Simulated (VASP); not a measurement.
# InP3 (R-3m) in VASP: a series of runs, part 3 of 3

VASP 6.6.1. Earlier steps stand in the parts before.

**4. Single point, r2SCAN**

This run uses another cell than the first one, of 20.02 Å³/atom.

POSCAR reads:

```
InP3
1.0
    3.7175855890      2.1463490406      3.3448550200
   -3.7175855890      2.1463490406      3.3448550200
    0.0000000000     -4.2926980811      3.3448550200
In P
2 6
Direct
    0.2704118029      0.2704118029      0.2704118029
    0.7295881971      0.7295881971      0.7295881971
    0.7973004039      0.2449889381      0.7973004039
    0.7973004039      0.7973004039      0.2449889381
    0.2449889381      0.7973004039      0.7973004039
    0.2026995961      0.7550110619      0.2026995961
    0.7550110619      0.2026995961      0.2026995961
    0.2026995961      0.2026995961      0.7550110619
```

INCAR.step1 reads:

```
SYSTEM = InP3
  PREC = Accurate
  ENCUT = 520
  ISMEAR = -1
  SIGMA = 0.1
  LREAL = .False.
  LASPH = .True.
  NELM = 60
  NBANDS = 38
  GGA = PE
  ALGO = Normal
  EDIFF = 1E-4
  LWAVE = .True.
  LCHARG = .False.
```

INCAR.step2 reads:

```
SYSTEM = InP3
  PREC = Accurate
  ENCUT = 520
  EDIFF = 1E-6
  ISMEAR = -1
  SIGMA = 0.1
  LREAL = .False.
  LASPH = .True.
  NELM = 60
  ALGO = Normal
  ISIF = 2
  LWAVE = .False.
  LCHARG = .False.
  METAGGA = R2SCAN
  LMIXTAU = .True.
  NBANDS = 38
  ISTART = 1
```

KPOINTS reads:

```
Automatic mesh
0
Gamma
  6 6 6
  0 0 0
```

Potentials or basis: VASP PAW PBE potentials, release 64 (In_d, P).

Run with:

```bash
$ cat potpaw_PBE.64/In_d/POTCAR potpaw_PBE.64/P/POTCAR > POTCAR
$ cp INCAR.step1 INCAR
$ mpirun -np 1 vasp_std > vasp.out
$ cp INCAR.step2 INCAR
$ mpirun -np 1 vasp_std > vasp.out
```

OUTCAR:

```text
SYSTEM = InP3
   PREC = Accurate
   ENCUT = 520
   EDIFF = 1E-6
   ISMEAR = -1
   LREAL = .False.
   LASPH = .True.
   NELM = 60
   ISIF = 2
   METAGGA = R2SCAN
   ISTART = 1

 ion  position               nearest neighbor table
   1  0.270  0.270  0.270-   6 2.64   7 2.64   8 2.64   8 2.90   6 2.90   7 2.90
   2  0.730  0.730  0.730-   3 2.64   5 2.64   4 2.64   4 2.90   5 2.90   3 2.90
   3  0.797  0.245  0.797-   7 2.20   8 2.20   2 2.64   2 2.90
   4  0.797  0.797  0.245-   6 2.20   7 2.20   2 2.64   2 2.90
   5  0.245  0.797  0.797-   6 2.20   8 2.20   2 2.64   2 2.90
   6  0.203  0.755  0.203-   5 2.20   4 2.20   1 2.64   1 2.90
   7  0.755  0.203  0.203-   3 2.20   4 2.20   1 2.64   1 2.90
   8  0.203  0.203  0.755-   3 2.20   5 2.20   1 2.64   1 2.90

  LATTYP: Found a trigonal (rhomboedric) cell.
 ALAT       =     5.4419952150
 COS(alpha) =     0.0666691171

  Lattice vectors:

 A1 = (   3.7175855890,   2.1463490406,   3.3448550200)
 A2 = (  -3.7175855890,   2.1463490406,   3.3448550200)
 A3 = (   0.0000000000,  -4.2926980811,   3.3448550200)

Analysis of symmetry for initial positions (statically):
=====================================================================
 Subroutine PRICEL returns:
 Original cell was already a primitive cell.

 Routine SETGRP: Setting up the symmetry group for a
 trigonal (rhombohedral) supercell.

 Subroutine GETGRP returns: Found 12 space group operations
 (whereof 12 operations were pure point group operations)
 out of a pool of 12 trial point group operations.

The static configuration has the point symmetry D_3d.

Analysis of symmetry for dynamics (positions and initial velocities):
=====================================================================
 Subroutine PRICEL returns:
[... 142 lines left out ...]
  volume/ion in A,a.u.               =      20.02       135.08
  Fermi-wavevector in a.u.,A,eV,Ry     =   1.153385  2.179581 18.099782  1.330296
  Thomas-Fermi vector in A             =   2.290029
   LORBIT       =      0    0 simple, 1 ext, 2 COOP (PROOUT), +10 PAW based schemes
   METAGGA = R2SCAN    functional components
   LHFCALC =     F    Hartree Fock is set to
   AEXX    =    0.0000 exact exchange contribution
   IVDW    =     0    specifies the selected vdW correction
   LEPSILON=     F    determine dielectric tensor
   LRPA    =     F    only Hartree local field effects (RPA)
 non-spin polarized calculation
  energy-cutoff  :      520.00
  volume of cell :      160.14
 maximum number of plane-waves:      4333
   NGX = 21   NGY = 21   NGZ = 21

 number of electron      56.0000020 magnetization

 Free energy of the ion-electron system (eV)
  ---------------------------------------------------
  ext. energy  EPLUGINS =         0.00000000
  ---------------------------------------------------
  free energy    TOTEN  =      -100.16325061 eV

  energy without entropy =     -100.12977014  energy(sigma->0) =     -100.14651038

 E-fermi :   6.6024     XC(G=0): -10.6619

 val. band max:        6.5904486777   @ k =   0.5000   0.5000   0.3333
 cond. band min:       6.7650761219   @ k =   0.5000   0.5000   0.5000
 fundamental gap:      0.1746274442
 Fermi energy:         6.6023503384

 k-point     1 :       0.0000    0.0000    0.0000
  band No.  band energies     occupation
      1      -8.5103      2.00000
      2      -8.5103      2.00000
      3      -8.3636      2.00000
      4      -8.3636      2.00000
      5      -8.3212      2.00000
      6      -8.2572      2.00000
[... 973 lines left out ...]
     37      11.5603      0.00000
     38      11.7518      0.00000

 [... further k-points ...]

------------------------ aborting loop because EDIFF is reached ----------------------------------------

  FORCE on cell =-STRESS in cart. coord.  units (eV):
  Direction    XX          YY          ZZ          XY          YZ          ZX
  --------------------------------------------------------------------------------------
  -------------------------------------------------------------------------------------
  Total        1.0834922      1.0834922      0.6431440      0.0000000      0.0000000      0.0000000
  in kB       10.8404299     10.8404299      6.4347092      0.0000000      0.0000000      0.0000000
  external PRESSURE =       9.3718564 kB  Pullay stress =       0.0000000 kB

 VOLUME and BASIS-vectors are now :
 -----------------------------------------------------------------------------
  energy-cutoff  :      520.00
  volume of cell :      160.14
      direct lattice vectors                 reciprocal lattice vectors
     3.717585589  2.146349041  3.344855020     0.134495895  0.077651241  0.099655540
    -3.717585589  2.146349041  3.344855020    -0.134495895  0.077651241  0.099655540
     0.000000000 -4.292698081  3.344855020     0.000000000 -0.155302482  0.099655540

 POSITION                                       TOTAL-FORCE (eV/Angst)
 -----------------------------------------------------------------------------------
      0.00000      0.00000      2.71346         0.000000      0.000000      0.014434
      0.00000      0.00000      7.32110         0.000000     -0.000000     -0.014434
      2.05327     -1.18545      6.15316         0.054785     -0.031630      0.084127
      0.00000      2.37091      6.15316         0.000000      0.063260      0.084127
     -2.05327     -1.18545      6.15316        -0.054785     -0.031630      0.084127
     -2.05327      1.18545      3.88140        -0.054785      0.031630     -0.084127
      2.05327      1.18545      3.88140         0.054785      0.031630     -0.084127
      0.00000     -2.37091      3.88140         0.000000     -0.063260     -0.084127
 -----------------------------------------------------------------------------------
    total drift:                                0.000000     -0.000000      0.000000

  FREE ENERGIE OF THE ION-ELECTRON SYSTEM (eV)
  ---------------------------------------------------
  free  energy   TOTEN  =      -100.1632506101 eV

  energy  without entropy=     -100.1297701401  energy(sigma->0) =     -100.14651038
```

Wall time 8.1 min (1 thread of Intel Xeon 8259CL, shared host); peak memory 0.35 GiB.

Results:

| Item | Value |
| --- | --- |
| Free energy | -100.1633 eV |
| Pressure | 0.9 GPa |
| Largest force | 0.105 eV/Å |
| Band gap on the k mesh | zero (bands 28 and 29 overlap by 0.36 eV) |

Forces on the atoms (eV/Å):
```
In   0.000  0.000  0.014
In   0.000  0.000 -0.014
P    0.055 -0.032  0.084
P    0.000  0.063  0.084
P   -0.055 -0.032  0.084
P   -0.055  0.032 -0.084
P    0.055  0.032 -0.084
P    0.000 -0.063 -0.084
```

Levels at points of the mesh, in eV from the Fermi level:
```tsv
k point	band 25	band 26	band 27	band 28	band 29	band 30	band 31	band 32
(0.00, 0.00, 0.00)	-2.35	-1.97	-0.82	-0.82	-0.20	-0.08	2.47	2.58
(0.50, 0.00, 0.00)	-2.66	-1.59	-1.19	-1.12	0.65	2.77	3.06	3.28
(0.50, 0.50, 0.00)	-1.40	-0.83	-0.64	-0.10	1.58	1.80	2.57	2.85
(0.50, 0.50, 0.50)	-0.07	-0.07	0.16	0.16	1.97	2.00	2.00	2.23
```

Caveat: semilocal functionals underestimate gaps, so a narrow gap can read as zero; the PAW data sets were made with another functional, which shifts forces and pressure a little; spin-orbit coupling is left out, which moves the levels of the heavy elements.

**5. Summary**

```csv
cell,gap on the mesh (eV),pressure (GPa),largest force (eV/Å)
"a = 5.367 Å, angles 86.2°, 8 atoms, atomic positions A",none,4.1,0.10
"a = 5.405 Å, angles 86.2°, 8 atoms, atomic positions A",none,2.4,0.11
"a = 5.442 Å, angles 86.2°, 8 atoms, atomic positions B",none,0.9,0.11
```

Alike in all rows: task single point; level r2SCAN; potentials or basis VASP PAW PBE potentials, release 64 (In_d, P); no spin polarisation; k mesh 6 × 6 × 6; cutoff (eV) 520; smearing fermi-dirac 0.1 eV.

Caveats: semilocal functionals underestimate gaps, so a narrow gap can read as zero; the PAW data sets were made with another functional, which shifts forces and pressure a little; spin-orbit coupling is left out, which moves the levels of the heavy elements; the cell stands under pressure (at least some runs).

Absolute energies hang on the potentials; compare differences alone.
